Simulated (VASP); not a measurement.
# CdS: single point with PBEsol

CdS:

```xyz
2
Lattice="0.0000 2.9123 2.9123 2.9123 0.0000 2.9123 2.9123 2.9123 0.0000" Properties=species:S:1:pos:R:3 pbc="T T T"
Cd    0.0000    0.0000    0.0000
S     1.4561    1.4561    1.4561
```

```yaml
Program: VASP 6.6.1
Task: single point
Functional: PBEsol
Potentials_or_basis: VASP PAW PBE potentials, release 64 (Cd, S)
Cutoff: 520 eV
k_mesh: 8 × 8 × 8
Occupations: gaussian, width 0.02 eV
Spin: no spin polarisation
Dipole_correction: no
Further_INCAR_settings: ALGO = Normal; EDIFF = 1e-07; NBANDS = 16
```

- Pressure: 0.4 GPa
- Band gap on the k mesh: 1.02 eV, direct

Levels at points of the mesh, in eV from the valence-band top:
```csv
k point,band 7,band 8,band 9,band 10,band 11,band 12
"(0.00, 0.00, 0.00)",0.00,0.00,0.00,1.02,6.44,6.44
"(0.50, 0.00, 0.00)",-4.51,-0.77,-0.77,2.90,6.91,6.91
"(0.50, 0.50, 0.00)",-4.03,-1.93,-1.93,3.38,4.26,9.10
```

It took 26 s on 1 thread of AMD EPYC 7R43 64-Core Processor (Zen 3), on a shared host, peak memory 0.15 GiB.

Caveat: the PAW data sets were made with another functional, which shifts forces and pressure a little. PBEsol gaps usually lie below the measured ones, often by a third to a half.
